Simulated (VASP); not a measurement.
# TiO2 in VASP: further runs

TiO2 is run at these levels: PBE; tasks: band structure.

Everything below comes from runs of VASP 6.6.1. Logs are shortened: lines on timing, memory, paths and dates and some standing lists are left out, and cuts for length are marked.

**1. The cell of the first run**

The cell holds a sheet with vacuum, 3 atoms: a = 2.995 Å, b = 2.995 Å, c = 17.935 Å, α = 90.00°, β = 90.00°, γ = 60.00°.

**2. Band structure, PBE**

INCAR reads:

```
SYSTEM = TiO2
GGA = PE
LDIPOL = .True.
IDIPOL = 3
DIPOL = 0.5 0.5 0.500
ISMEAR = 0
SIGMA = 0.03
LWAVE = .False.
LCHARG = .False.
NBANDS = 25
PREC = Accurate
LASPH = .True.
LREAL = .False.
ALGO = Normal
EDIFF = 1E-6
NELM = 120
GGA_COMPAT = .False.
ENCUT = 460
EFERMI = MIDGAP
LMAXMIX = 4
NELMDL = -8
```

KPOINTS reads:

```
Automatic mesh
0
Gamma
  7 7 1
  0 0 0
```

KPOINTS_OPT reads:

```
path GMKGALHA,LM,KH
12
line-mode
reciprocal
 0.0000000000  0.0000000000  0.0000000000  G
 0.5000000000  0.0000000000  0.0000000000  M

 0.5000000000  0.0000000000  0.0000000000  M
 0.3333333333 -0.3333333333  0.0000000000  K

 0.3333333333 -0.3333333333  0.0000000000  K
 0.0000000000  0.0000000000  0.0000000000  G

 0.0000000000  0.0000000000  0.0000000000  G
 0.0000000000  0.0000000000 -0.5000000000  A

 0.0000000000  0.0000000000 -0.5000000000  A
 0.5000000000  0.0000000000 -0.5000000000  L

 0.5000000000  0.0000000000 -0.5000000000  L
 0.3333333333 -0.3333333333 -0.5000000000  H

 0.3333333333 -0.3333333333 -0.5000000000  H
 0.0000000000  0.0000000000 -0.5000000000  A

 0.5000000000  0.0000000000 -0.5000000000  L
 0.5000000000  0.0000000000  0.0000000000  M

 0.3333333333 -0.3333333333  0.0000000000  K
 0.3333333333 -0.3333333333 -0.5000000000  H
```

POSCAR reads:

```
TiO2
1.0
    2.9946624030      0.0000000000      0.0000000000
    1.4973312015      2.5934537167      0.0000000000
    0.0000000000      0.0000000000     17.9352701432
O Ti
2 1
Direct
    0.0000000000      0.0000000000      0.5539515192
    0.6666666667      0.6666666667      0.4460484808
    0.3333333333      0.3333333333      0.5000000000
```

Potentials or basis: VASP PAW PBE potentials, release 64 (O, Ti_sv).

Command:

```
> cat potpaw_PBE.64/O/POTCAR potpaw_PBE.64/Ti_sv/POTCAR > POTCAR
> mpirun -np 1 vasp_std > vasp.out
```

OUTCAR:

```text
SYSTEM = TiO2
   GGA = PE
   ISMEAR = 0
   PREC = Accurate
   LASPH = .True.
   LREAL = .False.
   EDIFF = 1E-6
   NELM = 120
   ENCUT = 460
   EFERMI = MIDGAP
   NELMDL = -8

 Found      8 irreducible k-points:

 Following reciprocal coordinates:
            Coordinates               Weight
  0.000000  0.000000  0.000000      1.000000
  0.142857 -0.000000  0.000000      6.000000
  0.285714  0.000000  0.000000      6.000000
  0.428571  0.000000  0.000000      6.000000
  0.285714  0.142857  0.000000      6.000000
  0.428571  0.142857  0.000000     12.000000
   k-points           NKPTS =      8   k-points in BZ     NKDIM =      8   number of bands    NBANDS=     25
   number of dos      NEDOS =    301   number of ions     NIONS =      3
   total plane-waves  NPLWV =  72576
   dimension x,y,z NGX =    24 NGY =   24 NGZ =  126
   dimension x,y,z NGXF=    48 NGYF=   48 NGZF=  252
   ions per type =               2   1
   NGX,Y,Z   is equivalent  to a cutoff of  13.32, 13.32, 11.68 a.u.
   NGXF,Y,Z  is equivalent  to a cutoff of  26.65, 26.65, 23.36 a.u.
 SYSTEM =  TiO2
   PREC   = accura    normal or accurate (medium, high low for compatibility)
   ISTART =      0    job   : 0-new  1-cont  2-samecut
   ICHARG =      2    charge: 1-file 2-atom 10-const
   ISPIN  =      1    spin polarized calculation?
   LNONCOLLINEAR =      F non collinear calculations
   LSORBIT =      F    spin-orbit coupling
   LASPH  =      T    aspherical Exc in radial PAW
   ENCUT  =  460.0 eV  33.81 Ry    5.81 a.u.   5.24  5.24 31.36*2*pi/ulx,y,z
   NELM   =    120;   NELMIN=  2; NELMDL= -8     # of ELM steps
   EDIFF  = 0.1E-05   stopping-criterion for ELM
   LREAL  =      F    real-space projection
   EDIFFG = 0.1E-04   stopping-criterion for IOM
   NSW    =      0    number of steps for IOM
   IBRION =     -1    ionic relax: 0-MD 1-quasi-New 2-CG
   NFREE  =      0    steps in history (QN), initial steepest desc. (CG)
   ISIF   =      2    stress and relaxation
   ISYM   =      2    0-nonsym 1-usesym 2-fastsym
   POTIM  = 0.5000    time-step for ionic-motion
   TEBEG  =    0.0;   TEEND  =   0.0 temperature during run

   SCALEE = 1.0000    scale energy and forces
   PSTRESS=    0.0 pullay stress
   NELECT =      24.0000    total number of electrons
   NUPDOWN=      -1.0000    fix difference up-down
   EMIN   =  10.00;   EMAX   =-10.00  energy-range for DOS
   EFERMI =   0.00;   METHOD = MIDGAP
   ISMEAR =     0;   SIGMA  =   0.03  broadening in eV -4-tet -1-fermi 0-gaus
   EFERMI_NEDOS =   21; number of points for ismear=-14 and -15
   IALGO  =     38    algorithm
   IMIX   =      4    mixing-type and parameters
     AMIX     =   0.40;   BMIX     =  1.00
     AMIX_MAG =   1.60;   BMIX_MAG =  1.00
  volume/ion in A,a.u.               =      46.43       313.34
  Fermi-wavevector in a.u.,A,eV,Ry     =   0.910962  1.721469 11.290830  0.829853
  Thomas-Fermi vector in A             =   2.035186
   LORBIT       =      0    0 simple, 1 ext, 2 COOP (PROOUT), +10 PAW based schemes
   GGA     = PE    functional components
   LHFCALC =     F    Hartree Fock is set to
   AEXX    =    0.0000 exact exchange contribution
   IVDW    =     0    specifies the selected vdW correction
   LEPSILON=     F    determine dielectric tensor
   LRPA    =     F    only Hartree local field effects (RPA)

   CSHIFT  =0.1000    complex shift for real part using Kramers Kronig

   OMEGAMAX=  -1.0    maximum frequency
 non-spin polarized calculation
 Gauss-broadening in eV      SIGMA  =   0.03
  energy-cutoff  :      460.00
  volume of cell :      139.29
 maximum number of plane-waves:      3135
 NGX is ok and might be reduce to    24
   NGX = 11   NGY = 11   NGZ = 63

 number of electron      24.0000007 magnetization

 DIPCOR: dipole corrections for dipol
 direction  3 min pos     1,
 dipolmoment           0.000000      0.000000     -0.000000 electrons x Angstroem
 Tr[quadrupol]       -34.412920

 energy correction for charged system         0.000000 eV

 dipol+quadrupol energy correction           -0.000000 eV

 added-field ion interaction          0.000000 eV  (added to PSCEN)

 Free energy of the ion-electron system (eV)
  ---------------------------------------------------
  ext. energy  EPLUGINS =         0.00000000
  ---------------------------------------------------
  free energy    TOTEN  =       -26.50191515 eV

  energy without entropy =      -26.50191515  energy(sigma->0) =      -26.50191515

 E-fermi :  -4.1698     XC(G=0):  -3.1508

 val. band max:       -5.5019899567   @ k =   0.2857   0.1429   0.0000
 cond. band min:      -2.8376054261   @ k =   0.0000   0.0000   0.0000
 fundamental gap:      2.6643845306
 Fermi energy:        -4.1697976914

 k-point     1 :       0.0000    0.0000    0.0000
  band No.  band energies     occupation
      1     -61.8897      2.00000
      2     -38.1520      2.00000
      3     -37.8741      2.00000
      4     -37.8741      2.00000
      5     -22.8962      2.00000
      6     -21.1511      2.00000
      7      -9.1112      2.00000
      8      -9.1013      2.00000
      9      -9.1013      2.00000
     10      -6.1447      2.00000
     11      -5.6910      2.00000
     12      -5.6910      2.00000
     13      -2.8376      0.00000
     14      -2.8376      0.00000
     15      -1.1487      0.00000
     16       1.3078      0.00000
     17       1.3078      0.00000
     18       1.9072      0.00000
     19       2.4451      0.00000
     20       3.0467      0.00000
     21       4.2007      0.00000
     22       4.5046      0.00000
     23       5.9331      0.00000
     24       6.6967      0.00000

 k-point     2 :       0.1429   -0.0000    0.0000
  band No.  band energies     occupation
      1     -61.8768      2.00000
      2     -38.1290      2.00000
      3     -37.9840      2.00000
      4     -37.8948      2.00000
      5     -22.6475      2.00000
      6     -21.2773      2.00000
      7      -9.2015      2.00000
      8      -8.9026      2.00000
      9      -8.8396      2.00000
     10      -6.5996      2.00000
     11      -6.0784      2.00000
     12      -5.7736      2.00000
     13      -2.6151      0.00000
     14      -2.4227      0.00000
     15      -1.2327      0.00000
     16       0.7415      0.00000
     17       1.1946      0.00000
     18       2.4748      0.00000
     19       2.9468      0.00000
     20       3.5379      0.00000
     21       4.6908      0.00000
     22       5.0643      0.00000
     23       6.6437      0.00000
     24       7.1680      0.00000

 k-point     3 :       0.2857    0.0000    0.0000
  band No.  band energies     occupation
      1     -61.8478      2.00000
      2     -38.2265      2.00000
      3     -38.0736      2.00000
      4     -37.9411      2.00000
      5     -22.1274      2.00000
      6     -21.4967      2.00000
      7      -9.2891      2.00000
      8      -8.4917      2.00000
      9      -8.4421      2.00000
     10      -7.6015      2.00000
     11      -6.6036      2.00000
     12      -5.5787      2.00000
     13      -2.4258      0.00000
     14      -1.9026      0.00000
     15      -1.5073      0.00000
     16       0.3323      0.00000
     17       1.0832      0.00000
     18       3.8903      0.00000
     19       4.1824      0.00000
     20       4.9421      0.00000
     21       5.9447      0.00000
     22       6.5398      0.00000
     23       8.0855      0.00000
     24       8.4108      0.00000

 k-point     4 :       0.4286    0.0000    0.0000
  band No.  band energies     occupation
      1     -61.8244      2.00000
      2     -38.4116      2.00000
      3     -38.0309      2.00000
      4     -37.9778      2.00000
      5     -21.9983      2.00000
      6     -21.3518      2.00000
      7      -9.8215      2.00000
      8      -8.2811      2.00000
      9      -8.1905      2.00000
     10      -7.1947      2.00000
     11      -6.7226      2.00000
     12      -6.0543      2.00000
     13      -2.5361      0.00000
     14      -1.8042      0.00000
     15      -1.7244      0.00000
     16       0.6485      0.00000
     17       1.1683      0.00000
     18       5.8200      0.00000
     19       6.1226      0.00000
     20       7.1121      0.00000
     21       7.7165      0.00000
     22       8.0358      0.00000
     23       8.7839      0.00000
     24       9.0451      0.00000

 k-point     5 :       0.2857    0.1429    0.0000
  band No.  band energies     occupation
      1     -61.8559      2.00000
      2     -38.1424      2.00000
      3     -38.0920      2.00000
      4     -37.9437      2.00000
      5     -22.2442      2.00000
      6     -21.4673      2.00000
      7      -9.1789      2.00000
      8      -8.6841      2.00000
      9      -8.4672      2.00000
     10      -7.3075      2.00000
     11      -6.7864      2.00000
     12      -5.5020      2.00000
     13      -2.2026      0.00000
     14      -2.1607      0.00000
     15      -1.4344      0.00000
     16       0.4752      0.00000
     17       0.8648      0.00000
     18       3.4940      0.00000
     19       3.7785      0.00000
     20       4.4903      0.00000
     21       5.5523      0.00000
     22       6.1027      0.00000
     23       7.6794      0.00000
     24       8.0567      0.00000

 k-point     6 :       0.4286    0.1429    0.0000
  band No.  band energies     occupation
      1     -61.8296      2.00000
      2     -38.3224      2.00000
      3     -38.0484      2.00000
      4     -38.0133      2.00000
      5     -21.8618      2.00000
      6     -21.5545      2.00000
      7      -9.2995      2.00000
      8      -8.7758      2.00000
      9      -8.0316      2.00000
     10      -7.3017      2.00000
     11      -7.1130      2.00000
     12      -5.8095      2.00000
     13      -2.2674      0.00000
     14      -1.7831      0.00000
     15      -1.7205      0.00000
     16       0.5495      0.00000
     17       0.8484      0.00000
     18       5.2174      0.00000
     19       5.3378      0.00000
     20       6.2993      0.00000
     21       7.1701      0.00000
     22       7.8018      0.00000
     23       9.2251      0.00000
     24       9.3216      0.00000

 [... further k-points ...]

 [bands above 24 left out]

------------------------ aborting loop because EDIFF is reached ----------------------------------------

 vacuum level on the upper side and lower side of the slab       (xc-potential included)        -0.146        -0.146

  FORCE on cell =-STRESS in cart. coord.  units (eV):
  Direction    XX          YY          ZZ          XY          YZ          ZX
  --------------------------------------------------------------------------------------
  -------------------------------------------------------------------------------------
  Total       -0.3175838     -0.3175838     -0.3456516     -0.0000000      0.0000000      0.0000000
  in kB       -3.6528737     -3.6528737     -3.9757118     -0.0000000      0.0000000      0.0000000
  external PRESSURE =      -3.7604864 kB  Pullay stress =       0.0000000 kB

 VOLUME and BASIS-vectors are now :
 -----------------------------------------------------------------------------
  energy-cutoff  :      460.00
  volume of cell :      139.29
      direct lattice vectors                 reciprocal lattice vectors
     2.994662403  0.000000000  0.000000000     0.333927457 -0.192793107  0.000000000
     1.497331201  2.593453717  0.000000000     0.000000000  0.385586214  0.000000000
     0.000000000  0.000000000 17.935270143     0.000000000  0.000000000  0.055756060

 POSITION                                       TOTAL-FORCE (eV/Angst)
 -----------------------------------------------------------------------------------
      0.00000      0.00000      9.93527        -0.000000      0.000000     -0.037027
      2.99466      1.72897      8.00000         0.000000     -0.000000      0.037027
      1.49733      0.86448      8.96764         0.000000      0.000000     -0.000000
 -----------------------------------------------------------------------------------
    total drift:                                0.000000      0.000000     -0.000000

  FREE ENERGIE OF THE ION-ELECTRON SYSTEM (eV)
  ---------------------------------------------------
  free  energy   TOTEN  =       -26.5019151453 eV

  energy  without entropy=      -26.5019151453  energy(sigma->0) =      -26.50191515

 vacuum level on the upper side and lower side of the slab         2.687         2.687
```

Run time: 1.8 min. Hardware: 1 thread of Intel Xeon 6975P-C (Granite Rapids), shared host; peak memory 0.24 GiB.

Results:

```
Free energy             : -26.5019 eV
Largest force           : 0.037 eV/Å
Band gap on the k mesh  : 2.66 eV (least direct gap 2.85 eV)
Band gap along the path : 2.66 eV (least direct gap 2.85 eV)
```

Forces in eV/Å, atoms in the order of the input:
```
O    0.000  0.000 -0.037
O    0.000  0.000  0.037
Ti   0.000  0.000  0.000
```

Levels at the corners of the path, in eV from the valence-band top:
```tsv
point	band 10	band 11	band 12	band 13	band 14	band 15
Γ	-0.64	-0.19	-0.19	2.66	2.66	4.35
M	-1.67	-1.21	-0.64	2.91	3.69	3.76
M	-1.67	-1.21	-0.64	2.91	3.69	3.76
K	-1.42	-1.42	-1.08	2.87	3.93	3.93
K	-1.42	-1.42	-1.08	2.87	3.93	3.93
Γ	-0.64	-0.19	-0.19	2.66	2.66	4.35
Γ	-0.64	-0.19	-0.19	2.66	2.66	4.35
A	-0.64	-0.19	-0.19	2.66	2.66	4.35
A	-0.64	-0.19	-0.19	2.66	2.66	4.35
L	-1.67	-1.21	-0.64	2.91	3.69	3.76
L	-1.67	-1.21	-0.64	2.91	3.69	3.76
H	-1.42	-1.42	-1.08	2.87	3.93	3.93
H	-1.42	-1.42	-1.08	2.87	3.93	3.93
A	-0.64	-0.19	-0.19	2.66	2.66	4.35
L	-1.67	-1.21	-0.64	2.91	3.69	3.76
M	-1.67	-1.21	-0.64	2.91	3.69	3.76
K	-1.42	-1.42	-1.08	2.87	3.93	3.93
H	-1.42	-1.42	-1.08	2.87	3.93	3.93
```

Caveat: the cutoff is under 1.25 times the usual one of these potentials, so pressure, stress and relaxed cells hold a basis-set (Pulay) error.

(Part 1 of 2 ends here.)
